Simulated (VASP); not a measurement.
# Al3Pd (Pm-3m) in VASP: notebook, part 2 of 2

VASP 6.6.1. The steps go on from the part before.

## (3) Single point, PBE

The input, INCAR:

```
SYSTEM = Al3Pd
  PREC = Accurate
  ENCUT = 500
  EDIFF = 1E-6
  ISMEAR = 0
  SIGMA = 0.1
  LREAL = .False.
  LASPH = .True.
  NELM = 120
  ALGO = Normal
  ISIF = 2
  LWAVE = .False.
  LCHARG = .False.
  GGA = PE
  NBANDS = 18
  GGA_COMPAT = .False.
```

The input, KPOINTS:

```
regular mesh
0
Gamma
  5 5 5
  0 0 0
```

The input, POSCAR:

```
Al3Pd
1.0
    3.9469100000      0.0000000000      0.0000000000
    0.0000000000      3.9469100000      0.0000000000
    0.0000000000      0.0000000000      3.9469100000
Al Pd
3 1
Direct
    0.0000000000      0.5000000000      0.5000000000
    0.5000000000      0.0000000000      0.5000000000
    0.5000000000      0.5000000000      0.0000000000
    0.0000000000      0.0000000000      0.0000000000
```

Potentials or basis: VASP PAW PBE potentials, release 64 (Al, Pd).

Started as:

```
cat potpaw_PBE.64/Al/POTCAR potpaw_PBE.64/Pd/POTCAR > POTCAR
mpirun -np 1 vasp_std > vasp.out
```

Wall time 5.2 s (1 thread of Intel Xeon 6975P-C (Granite Rapids), shared host); peak memory 0.16 GiB.

Results (log left out):

```yaml
Free_energy: -17.7688 eV
Pressure: 1.3 GPa
```

Levels at points of the mesh, in eV from the Fermi level:
```
           k point  band 7  band 8  band 9  band 10  band 11  band 12
(0.00, 0.00, 0.00)   -2.23   -2.23   -2.23     0.16     1.86     1.86
```

## (4) Single point, PBE

The input, INCAR:

```
  PREC = Accurate
  ENCUT = 500
  EDIFF = 1E-6
  ISMEAR = 0
  SIGMA = 0.2
  LREAL = F
  LASPH = T
  NELM = 120
  ALGO = Normal
  ISIF = 2
  LWAVE = F
  LCHARG = T
  GGA = PE
  LELF = T
  LVHAR = T
  NBANDS = 18
  GGA_COMPAT = F
```

The input, KPOINTS:

```
regular mesh
0
Gamma
  5 5 5
```

POSCAR is that of step 3.

Started as:

```
cat potpaw_PBE.64/Al/POTCAR potpaw_PBE.64/Pd/POTCAR > POTCAR
mpirun -np 1 vasp_std > vasp.out
```

It took 5.4 s on 1 thread of Intel Xeon 6975P-C (Granite Rapids), shared host; peak memory 0.16 GiB.

Results (log left out):

```yaml
Free_energy: -17.7830 eV
Pressure: 1.2 GPa
```

Levels at points of the mesh, in eV from the Fermi level:
```csv
k point,band 7,band 8,band 9,band 10,band 11,band 12
"(0.00, 0.00, 0.00)",-2.28,-2.28,-2.28,0.12,1.81,1.81
```

## (5) Single point, PBE

The input, INCAR:

```
SYSTEM = Al3Pd
PREC = Accurate ; ENCUT = 500
EDIFF = 1E-6 ; ISMEAR = 0
SIGMA = 0.4 ; LREAL = .FALSE.
LASPH = .TRUE. ; NELM = 120
ALGO = Normal ; ISIF = 2
LWAVE = .FALSE. ; LCHARG = .TRUE.
GGA = PE ; LELF = .TRUE.
LVHAR = .TRUE. ; NBANDS = 18
GGA_COMPAT = .FALSE.
```

The input, KPOINTS:

```
regular mesh
0
G
  5 5 5
  0 0 0
```

POSCAR is that of step 4.

Started as:

```
cat potpaw_PBE.64/Al/POTCAR potpaw_PBE.64/Pd/POTCAR > POTCAR
mpirun -np 1 vasp_std > vasp.out
```

It took 5.5 s on 1 thread of Intel Xeon 6975P-C (Granite Rapids), shared host; peak memory 0.16 GiB.

Results (log left out):

- Free energy: -17.8358 eV
- Pressure: 1.3 GPa

Levels at points of the mesh, in eV from the Fermi level:
| k point | band 7 | band 8 | band 9 | band 10 | band 11 | band 12 |
| --- | --- | --- | --- | --- | --- | --- |
| (0.00, 0.00, 0.00) | -2.33 | -2.33 | -2.33 | 0.06 | 1.75 | 1.75 |

## (6) Single point, PBE

The input, INCAR:

```
PREC = Accurate ; ENCUT = 500
EDIFF = 1E-6 ; ISMEAR = 1
SIGMA = 0.02 ; LREAL = F
LASPH = T ; NELM = 120
ALGO = Normal ; ISIF = 2
LWAVE = F ; LCHARG = F
GGA = PE ; NBANDS = 18
GGA_COMPAT = F
```

The input, KPOINTS:

```
Automatic mesh
0
Gamma
  10 10 10
```

POSCAR is that of step 5.

Potentials or basis: VASP PAW PBE potentials, release 64 (Al, Pd).

Started as:

```
cat potpaw_PBE.64/Al/POTCAR potpaw_PBE.64/Pd/POTCAR > POTCAR
mpirun -np 1 vasp_std > vasp.out
```

OUTCAR:

```text
PREC = Accurate
   ENCUT = 500
   EDIFF = 1E-6
   ISMEAR = 1
   LREAL = F
   LASPH = T
   NELM = 120
   ISIF = 2
   GGA = PE

 ion  position               nearest neighbor table
   1  0.000  0.500  0.500-   2 2.79   3 2.79   4 2.79   3 2.79   4 2.79   2 2.79   4 2.79   4 2.79
                             2 2.79   3 2.79   3 2.79   2 2.79
   2  0.500  0.000  0.500-   1 2.79   3 2.79   4 2.79   3 2.79   4 2.79   1 2.79   3 2.79   3 2.79
                             1 2.79   4 2.79   4 2.79   1 2.79
   3  0.500  0.500  0.000-   1 2.79   2 2.79   4 2.79   1 2.79   2 2.79   2 2.79   4 2.79   2 2.79
                             1 2.79   4 2.79   1 2.79   4 2.79
   4  0.000  0.000  0.000-   1 2.79   2 2.79   3 2.79   1 2.79   2 2.79   1 2.79   3 2.79   1 2.79
                             2 2.79   3 2.79   2 2.79   3 2.79

  LATTYP: Found a simple cubic cell.
 ALAT       =     3.9469100000

  Lattice vectors:

 A1 = (   3.9469100000,   0.0000000000,   0.0000000000)
 A2 = (   0.0000000000,   3.9469100000,   0.0000000000)
 A3 = (   0.0000000000,   0.0000000000,   3.9469100000)

Analysis of symmetry for initial positions (statically):
=====================================================================
 Subroutine PRICEL returns:
[... 181 lines left out ...]
 Fermi energy:         9.2512614271

 k-point     1 :       0.0000    0.0000    0.0000
  band No.  band energies     occupation
      1      -1.7697      2.00000
      2       4.2679      2.00000
      3       4.2679      2.00000
      4       5.6303      2.00000
      5       5.6303      2.00000
      6       5.6303      2.00000
[... 481 lines left out ...]
      5       4.9683      2.00000
      6       5.5158      2.00000
[... 10 lines left out ...]
     17      16.0382      0.00000
     18      17.3092      0.00000

 [... further k-points ...]

------------------------ aborting loop because EDIFF is reached ----------------------------------------

  FORCE on cell =-STRESS in cart. coord.  units (eV):
  Direction    XX          YY          ZZ          XY          YZ          ZX
  --------------------------------------------------------------------------------------
  -------------------------------------------------------------------------------------
  Total        0.4703374      0.4703374      0.4703374      0.0000000      0.0000000      0.0000000
  in kB       12.2559896     12.2559896     12.2559896      0.0000000      0.0000000      0.0000000
  external PRESSURE =      12.2559896 kB  Pullay stress =       0.0000000 kB

 VOLUME and BASIS-vectors are now :
 -----------------------------------------------------------------------------
  energy-cutoff  :      500.00
  volume of cell :       61.49
      direct lattice vectors                 reciprocal lattice vectors
     3.946910000  0.000000000  0.000000000     0.253362757  0.000000000  0.000000000
     0.000000000  3.946910000  0.000000000     0.000000000  0.253362757  0.000000000
     0.000000000  0.000000000  3.946910000     0.000000000  0.000000000  0.253362757

 POSITION                                       TOTAL-FORCE (eV/Angst)
 -----------------------------------------------------------------------------------
      0.00000      1.97345      1.97345         0.000000      0.000000      0.000000
      1.97345      0.00000      1.97345         0.000000      0.000000      0.000000
      1.97345      1.97345      0.00000         0.000000      0.000000      0.000000
      0.00000      0.00000      0.00000         0.000000      0.000000      0.000000
 -----------------------------------------------------------------------------------
    total drift:                                0.000000     -0.000000      0.000000

  FREE ENERGIE OF THE ION-ELECTRON SYSTEM (eV)
  ---------------------------------------------------
  free  energy   TOTEN  =       -17.8198000090 eV

  energy  without entropy=      -17.8198194004  energy(sigma->0) =      -17.81980647
```

stdout:

```text
POSCAR found type information on POSCAR AlPd
 POSCAR found :  2 types and       4 ions
 scaLAPACK will be used
 LDA part: xc-table for (Slater+PW92), standard interpolation
 POSCAR, INCAR and KPOINTS ok, starting setup
 FFT: planning ... GRIDC
 FFT: planning ... GRID_SOFT
 FFT: planning ... GRID
 WAVECAR not read
 entering main loop
```

Wall time 19 s (1 thread of Intel Xeon 6975P-C (Granite Rapids), shared host); peak memory 0.2 GiB.

What came out:

```yaml
Free_energy: -17.8198 eV
Pressure: 1.2 GPa
```

## (7) Overview

```csv
k mesh,smearing,gap on the mesh (eV),pressure (GPa)
5 × 5 × 5,gaussian 0.05 eV,none,1.3
5 × 5 × 5,gaussian 0.1 eV,none,1.3
5 × 5 × 5,gaussian 0.2 eV,none,1.2
5 × 5 × 5,gaussian 0.4 eV,none,1.3
10 × 10 × 10,methfessel-paxton 0.02 eV,none,1.2
```

Alike in all rows: task single point; level PBE; potentials or basis VASP PAW PBE potentials, release 64 (Al, Pd); no spin polarisation; cell as given; cutoff (eV) 500.

Every run on the cell as given and a fine mesh finds a metal.

Total energies depend on the potentials used, so only differences within one code and one set of settings carry meaning.
